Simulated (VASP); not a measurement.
# KF (R-3m) in VASP: further runs

KF is run at these levels: PBE; tasks: single point.

Everything below comes from runs of VASP 6.6.1. Logs are shortened: lines on timing, memory, paths and dates and some standing lists are left out, and cuts for length are marked.

## (1) The cell of the first run

The structure is trigonal, space group R-3m (No. 166). The conventional cell has a = 3.790 Å, b = 3.790 Å, c = 8.990 Å, α = 90.00°, β = 90.00°, γ = 120.00°. Within 3.5 Å of K (site symmetry -3m) lie 6 F at 2.65 Å. F (site symmetry -3m) has 6 K at 2.65 Å within 3.5 Å.

## (2) Single point, PBE

File INCAR:

```
SYSTEM = KF
  PREC = Accurate
  ENCUT = 520
  EDIFF = 1E-6
  ISMEAR = 0
  SIGMA = 0.05
  LREAL = .False.
  LASPH = .True.
  NELM = 60
  ALGO = Normal
  ISIF = 2
  LWAVE = .False.
  LCHARG = .False.
  GGA = PE
  NBANDS = 15
```

File KPOINTS:

```
regular mesh
0
Gamma
  8 8 8
  0 0 0
```

File POSCAR:

```
KF
1.0
   -0.0564580923      2.6235146430      2.6235146430
    2.6235146430     -0.0564580923      2.6235146430
    2.6235146430      2.6235146430     -0.0564580923
K F
1 1
Direct
    0.0000000000      0.0000000000      0.0000000000
    0.5000000000      0.5000000000      0.5000000000
```

Potentials or basis: VASP PAW PBE potentials, release 64 (K_sv, F).

The run is started by

```console
$ cat potpaw_PBE.64/K_sv/POTCAR potpaw_PBE.64/F/POTCAR > POTCAR
$ mpirun -np 1 vasp_std > vasp.out
```

OUTCAR:

```text
SYSTEM = KF
   PREC = Accurate
   ENCUT = 520
   EDIFF = 1E-6
   ISMEAR = 0
   LREAL = .False.
   LASPH = .True.
   NELM = 60
   ISIF = 2
   GGA = PE

 ion  position               nearest neighbor table
   1  0.000  0.000  0.000-   2 2.65   2 2.65   2 2.65   2 2.65   2 2.65   2 2.65
   2  0.500  0.500  0.500-   1 2.65   1 2.65   1 2.65   1 2.65   1 2.65   1 2.65

  LATTYP: Found a trigonal (rhomboedric) cell.
 ALAT       =     3.7106395244
 COS(alpha) =     0.4783692091

  Lattice vectors:

 A1 = (  -0.0564580923,   2.6235146430,   2.6235146430)
 A2 = (   2.6235146430,  -0.0564580923,   2.6235146430)
 A3 = (   2.6235146430,   2.6235146430,  -0.0564580923)

Analysis of symmetry for initial positions (statically):
=====================================================================
 Subroutine PRICEL returns:
 Original cell was already a primitive cell.

 Routine SETGRP: Setting up the symmetry group for a
 trigonal (rhombohedral) supercell.

 Subroutine GETGRP returns: Found 12 space group operations
 (whereof 12 operations were pure point group operations)
 out of a pool of 12 trial point group operations.

The static configuration has the point symmetry D_3d.

Analysis of symmetry for dynamics (positions and initial velocities):
=====================================================================
 Subroutine PRICEL returns:
 Original cell was already a primitive cell.

 Routine SETGRP: Setting up the symmetry group for a
 trigonal (rhombohedral) supercell.

 Subroutine GETGRP returns: Found 12 space group operations
 (whereof 12 operations were pure point group operations)
 out of a pool of 12 trial point group operations.

The dynamic configuration has the point symmetry D_3d.

 Subroutine INISYM returns: Found 12 space group operations
 (whereof 12 operations are pure point group operations),
 and found     1 'primitive' translations

----------------------------------------------------------------------------------------

                                     Primitive cell

  volume of cell :      37.2800

  direct lattice vectors                    reciprocal lattice vectors
    -0.056458092  2.623514643  2.623514643    -0.184539742  0.188598383  0.188598383
     2.623514643 -0.056458092  2.623514643     0.188598383 -0.184539742  0.188598383
     2.623514643  2.623514643 -0.056458092     0.188598383  0.188598383 -0.184539742

  length of vectors
     3.710639524  3.710639524  3.710639524     0.324335654  0.324335654  0.324335654

  position of ions in fractional coordinates (direct lattice)
     0.000000000  0.000000000  0.000000000
     0.500000000  0.500000000  0.500000000

  ion indices of the primitive-cell ions
   primitive index   ion index
                 1           1
                 2           2

----------------------------------------------------------------------------------------

 KPOINTS: regular mesh

Automatic generation of k-mesh.
 Grid dimensions read from file:
 generate k-points for:    8    8    8

 Generating k-lattice:

  Cartesian coordinates                     Fractional coordinates (reciprocal lattice)
    -0.023067468  0.023574798  0.023574798     0.125000000  0.000000000  0.000000000
     0.023574798 -0.023067468  0.023574798     0.000000000  0.125000000  0.000000000
     0.023574798  0.023574798 -0.023067468     0.000000000  0.000000000  0.125000000

  Length of vectors
     0.040541957  0.040541957  0.040541957

  Shift w.r.t. Gamma in fractional coordinates (k-lattice)
     0.000000000  0.000000000  0.000000000

 Subroutine IBZKPT returns following result:
 ===========================================

 Found     65 irreducible k-points:

 Following reciprocal coordinates:
            Coordinates               Weight
  0.000000  0.000000  0.000000      1.000000
  0.125000 -0.000000 -0.000000      6.000000
  0.250000 -0.000000 -0.000000      6.000000
  0.375000 -0.000000 -0.000000      6.000000
  0.500000 -0.000000 -0.000000      3.000000
  0.125000  0.125000 -0.000000      6.000000
[... 16 lines left out ...]
  0.250000  0.125000  0.125000      6.000000
  0.375000  0.125000  0.125000      6.000000
 [... further k-points ...]
   k-points           NKPTS =     65   k-points in BZ     NKDIM =     65   number of bands    NBANDS=     15
   number of dos      NEDOS =    301   number of ions     NIONS =      2
   total plane-waves  NPLWV =  21952
   dimension x,y,z NGX =    28 NGY =   28 NGZ =   28
   dimension x,y,z NGXF=    56 NGYF=   56 NGZF=   56
   ions per type =               1   1
   NGX,Y,Z   is equivalent  to a cutoff of  12.54, 12.54, 12.54 a.u.
   NGXF,Y,Z  is equivalent  to a cutoff of  25.09, 25.09, 25.09 a.u.
 SYSTEM =  KF
   PREC   = accura    normal or accurate (medium, high low for compatibility)
   ISTART =      0    job   : 0-new  1-cont  2-samecut
   ICHARG =      2    charge: 1-file 2-atom 10-const
   ISPIN  =      1    spin polarized calculation?
   LNONCOLLINEAR =      F non collinear calculations
   LSORBIT =      F    spin-orbit coupling
   LASPH  =      T    aspherical Exc in radial PAW
   ENCUT  =  520.0 eV  38.22 Ry    6.18 a.u.   6.90  6.90  6.90*2*pi/ulx,y,z
   NELM   =     60;   NELMIN=  2; NELMDL= -5     # of ELM steps
   EDIFF  = 0.1E-05   stopping-criterion for ELM
   LREAL  =      F    real-space projection
   EDIFFG = 0.1E-04   stopping-criterion for IOM
   NSW    =      0    number of steps for IOM
   IBRION =     -1    ionic relax: 0-MD 1-quasi-New 2-CG
   NFREE  =      0    steps in history (QN), initial steepest desc. (CG)
   ISIF   =      2    stress and relaxation
   ISYM   =      2    0-nonsym 1-usesym 2-fastsym
   POTIM  = 0.5000    time-step for ionic-motion
   TEBEG  =    0.0;   TEEND  =   0.0 temperature during run
   PSTRESS=    0.0 pullay stress
   NELECT =      16.0000    total number of electrons
   NUPDOWN=      -1.0000    fix difference up-down
   EMIN   =  10.00;   EMAX   =-10.00  energy-range for DOS
   EFERMI =   0.00;   METHOD = LEGACY
   ISMEAR =     0;   SIGMA  =   0.05  broadening in eV -4-tet -1-fermi 0-gaus
   EFERMI_NEDOS =   21; number of points for ismear=-14 and -15
   IALGO  =     38    algorithm
   IMIX   =      4    mixing-type and parameters
     AMIX     =   0.40;   BMIX     =  1.00
     AMIX_MAG =   1.60;   BMIX_MAG =  1.00
  volume/ion in A,a.u.               =      18.64       125.79
  Fermi-wavevector in a.u.,A,eV,Ry     =   1.234875  2.333575 20.747732  1.524915
  Thomas-Fermi vector in A             =   2.369547
   LORBIT       =      0    0 simple, 1 ext, 2 COOP (PROOUT), +10 PAW based schemes
   GGA     = PE    functional components
   LHFCALC =     F    Hartree Fock is set to
   AEXX    =    0.0000 exact exchange contribution
   IVDW    =     0    specifies the selected vdW correction
   LEPSILON=     F    determine dielectric tensor
   LRPA    =     F    only Hartree local field effects (RPA)
 non-spin polarized calculation
 Gauss-broadening in eV      SIGMA  =   0.05
  energy-cutoff  :      520.00
  volume of cell :       37.28
 maximum number of plane-waves:      1020
   NGX = 13   NGY = 13   NGZ = 13

 number of electron      16.0000006 magnetization

 Free energy of the ion-electron system (eV)
  ---------------------------------------------------
  ext. energy  EPLUGINS =         0.00000000
  ---------------------------------------------------
  free energy    TOTEN  =        -8.27707033 eV

  energy without entropy =       -8.27707033  energy(sigma->0) =       -8.27707033

 E-fermi :  -2.4154     XC(G=0):  -8.5096

 val. band max:       -2.7186671616   @ k =   0.0000   0.0000   0.0000
 cond. band min:       3.5446381860   @ k =   0.0000   0.0000   0.0000
 fundamental gap:      6.2633053476
 Fermi energy:        -2.4153561787

 k-point     1 :       0.0000    0.0000    0.0000
  band No.  band energies     occupation
      1     -28.8205      2.00000
      2     -21.4083      2.00000
      3     -12.0575      2.00000
      4     -12.0575      2.00000
      5     -12.0430      2.00000
      6      -2.7482      2.00000
      7      -2.7482      2.00000
      8      -2.7187      2.00000
      9       3.5446      0.00000
     10       7.8862      0.00000
     11       7.8862      0.00000
     12       8.2259      0.00000
     13       9.7110      0.00000
     14       9.7110      0.00000
     15      14.3516      0.00000

 k-point     2 :       0.1250   -0.0000   -0.0000
  band No.  band energies     occupation
      1     -28.8057      2.00000
      2     -21.4230      2.00000
      3     -12.0967      2.00000
      4     -12.0612      2.00000
      5     -12.0513      2.00000
      6      -2.8887      2.00000
      7      -2.8041      2.00000
      8      -2.7740      2.00000
      9       3.9792      0.00000
     10       7.6916      0.00000
     11       8.0883      0.00000
     12       8.4068      0.00000
     13       9.8624      0.00000
     14       9.8673      0.00000
     15      15.0878      0.00000

 k-point     3 :       0.2500   -0.0000   -0.0000
  band No.  band energies     occupation
      1     -28.7695      2.00000
      2     -21.4590      2.00000
      3     -12.1950      2.00000
      4     -12.0700      2.00000
      5     -12.0664      2.00000
      6      -3.1933      2.00000
      7      -2.9363      2.00000
      8      -2.8976      2.00000
      9       5.0573      0.00000
     10       7.4005      0.00000
     11       8.5922      0.00000
     12       8.9187      0.00000
     13      10.3223      0.00000
     14      10.3495      0.00000
     15      16.0606      0.00000
[... 343 lines left out ...]
 k-point    23 :       0.2500    0.1250    0.1250
  band No.  band energies     occupation
      1     -28.7815      2.00000
      2     -21.4400      2.00000
      3     -12.1437      2.00000
      4     -12.1203      2.00000
      5     -12.0518      2.00000
      6      -3.0913      2.00000
      7      -2.9272      2.00000
      8      -2.7763      2.00000
      9       4.6466      0.00000
     10       7.4320      0.00000
     11       8.3546      0.00000
     12       8.7760      0.00000
     13      10.0616      0.00000
     14      10.0888      0.00000
     15      16.1449      0.00000

 k-point    24 :       0.3750    0.1250    0.1250
  band No.  band energies     occupation
      1     -28.7457      2.00000
      2     -21.4705      2.00000
      3     -12.2459      2.00000
      4     -12.1612      2.00000
      5     -12.0609      2.00000
      6      -3.3277      2.00000
      7      -3.0508      2.00000
      8      -2.8499      2.00000
      9       5.7203      0.00000
     10       7.1959      0.00000
     11       8.8919      0.00000
     12       9.2492      0.00000
     13      10.4792      0.00000
     14      10.8683      0.00000
     15      15.6445      0.00000

 [... further k-points ...]

------------------------ aborting loop because EDIFF is reached ----------------------------------------

  FORCE on cell =-STRESS in cart. coord.  units (eV):
  Direction    XX          YY          ZZ          XY          YZ          ZX
  --------------------------------------------------------------------------------------
  -------------------------------------------------------------------------------------
  Total        0.5311188      0.5311188      0.5311188      0.0587089      0.0587089      0.0587089
  in kB       22.8258166     22.8258166     22.8258166      2.5231251      2.5231251      2.5231251
  external PRESSURE =      22.8258166 kB  Pullay stress =       0.0000000 kB

 VOLUME and BASIS-vectors are now :
 -----------------------------------------------------------------------------
  energy-cutoff  :      520.00
  volume of cell :       37.28
      direct lattice vectors                 reciprocal lattice vectors
    -0.056458092  2.623514643  2.623514643    -0.184539742  0.188598383  0.188598383
     2.623514643 -0.056458092  2.623514643     0.188598383 -0.184539742  0.188598383
     2.623514643  2.623514643 -0.056458092     0.188598383  0.188598383 -0.184539742

 POSITION                                       TOTAL-FORCE (eV/Angst)
 -----------------------------------------------------------------------------------
      0.00000      0.00000      0.00000        -0.000000     -0.000000     -0.000000
      2.59529      2.59529      2.59529         0.000000      0.000000      0.000000
 -----------------------------------------------------------------------------------
    total drift:                                0.000000      0.000000      0.000000

  FREE ENERGIE OF THE ION-ELECTRON SYSTEM (eV)
  ---------------------------------------------------
  free  energy   TOTEN  =        -8.2770703326 eV

  energy  without entropy=       -8.2770703326  energy(sigma->0) =       -8.27707033
```

Wall time 14 s (1 thread of Intel Xeon 6975P-C (Granite Rapids), shared host); peak memory 0.17 GiB.

Results:

* Free energy: -8.2771 eV
* Pressure: 2.3 GPa
* Band gap on the k mesh: 6.26 eV, direct

Stress tensor (GPa, compression positive):
```
2.28 0.25 0.25
0.25 2.28 0.25
0.25 0.25 2.28
```

A k mesh can miss the band edges. Expect the measured gap to be larger: semilocal functionals such as PBE lack the derivative discontinuity.

## (3) Single point, PBE

This run uses another cell than the first one, of 18.96 Å³/atom, 1.017 times its volume.

File INCAR:

```
PREC = Accurate ; ENCUT = 520
EDIFF = 1E-6 ; ISMEAR = 0
SIGMA = 0.05 ; LREAL = False
LASPH = True ; NELM = 100
ALGO = Normal ; ISIF = 2
LWAVE = False ; LCHARG = False
GGA = PE ; NBANDS = 15
```

File KPOINTS:

```
Automatic mesh
0
Gamma
  8 8 8
```

File POSCAR:

```
KF
1.0
    0.0286436394      2.6808324764      2.6808324764
    2.6808324764      0.0286436394      2.6808324764
    2.6808324764      2.6808324764      0.0286436394
K F
1 1
Direct
    0.0000000000      0.0000000000      0.0000000000
    0.5000000000      0.5000000000      0.5000000000
```

Potentials or basis: VASP PAW PBE potentials, release 64 (K_sv, F).

The run is started by

```console
$ cat potpaw_PBE.64/K_sv/POTCAR potpaw_PBE.64/F/POTCAR > POTCAR
$ mpirun -np 1 vasp_std > vasp.out
```

Wall time 14 s (1 thread of Intel Xeon 6975P-C (Granite Rapids), shared host); peak memory 0.17 GiB.

It converged, with:

- Free energy: -8.2871 eV
- Pressure: 1.6 GPa
- Band gap on the k mesh: 6.19 eV, direct

Stress tensor (GPa, compression positive):
```
 1.64 -0.14 -0.14
-0.14  1.64 -0.14
-0.14 -0.14  1.64
```

Levels at points of the mesh, in eV from the valence-band top:
```
           k point  band 5  band 6  band 7  band 8  band 9  band 10  band 11  band 12
(0.00, 0.00, 0.00)   -9.37   -0.02    0.00    0.00    6.19    10.58    10.74    10.74
(0.50, 0.00, 0.00)   -9.41   -0.80   -0.38   -0.35    9.10    10.66    12.03    12.18
(0.50, 0.50, 0.00)   -9.58   -0.22   -0.07   -0.06    8.20    10.33    11.86    13.63
(0.50, 0.50, 0.50)   -9.40   -0.80   -0.34   -0.34    9.05    10.60    12.07    12.07
```

## (4) Single point, PBE

This run uses another cell than the first one, of 18.96 Å³/atom, 1.017 times its volume.

File INCAR:

```
PREC     = Accurate       # precision mode
ENCUT    = 520            # plane-wave cutoff, eV
EDIFF    = 1E-6           # SCF threshold, eV
ISMEAR   = 0              # smearing method
SIGMA    = 0.05           # smearing width, eV
LREAL    = False          # projectors in reciprocal space
LASPH    = True           # aspherical terms in the spheres
NELM     = 100            # most SCF steps
ALGO     = Normal         # electronic algorithm
ISIF     = 2              # what is computed and relaxed
LWAVE    = False          # write WAVECAR
LCHARG   = True           # write CHGCAR
GGA      = PE             # functional
LELF     = True           # ELF
LVHAR    = True         
NBANDS   = 15             # bands
```

KPOINTS is that of step 3.

File POSCAR:

```
KF
1.0
   -0.0284156085      2.6523021769      2.6523021769
    2.6523021769     -0.0284156085      2.6523021769
    2.6523021769      2.6523021769     -0.0284156085
K F
1 1
Direct
    0.0000000000      0.0000000000      0.0000000000
    0.5000000000      0.5000000000      0.5000000000
```

The run is started by

```console
$ cat potpaw_PBE.64/K_sv/POTCAR potpaw_PBE.64/F/POTCAR > POTCAR
$ mpirun -np 1 vasp_std > vasp.out
```

Run time: 14 s. Hardware: 1 thread of Intel Xeon 6975P-C (Granite Rapids), shared host; peak memory 0.18 GiB.

The run converged. Its results:

```
Free energy            : -8.2871 eV
Pressure               : 1.6 GPa
Band gap on the k mesh : 6.19 eV, direct
```

Stress tensor (GPa, compression positive):
```
1.64 0.13 0.13
0.13 1.64 0.13
0.13 0.13 1.64
```

Levels at points of the mesh, in eV from the valence-band top:
| k point | band 5 | band 6 | band 7 | band 8 | band 9 | band 10 | band 11 | band 12 |
| --- | --- | --- | --- | --- | --- | --- | --- | --- |
| (0.00, 0.00, 0.00) | -9.37 | -0.02 | -0.02 | 0.00 | 6.19 | 10.63 | 10.63 | 10.79 |
| (0.50, 0.00, 0.00) | -9.41 | -0.81 | -0.37 | -0.34 | 9.07 | 10.62 | 12.01 | 12.16 |
| (0.50, 0.50, 0.00) | -9.59 | -0.22 | -0.07 | -0.06 | 8.19 | 10.32 | 11.85 | 13.63 |
| (0.50, 0.50, 0.50) | -9.42 | -0.81 | -0.38 | -0.38 | 9.12 | 10.69 | 12.11 | 12.11 |

A k mesh can miss the band edges. A hybrid or GW would open this gap; PBE tends to underestimate it.

(Continued in part 2 of 2.)
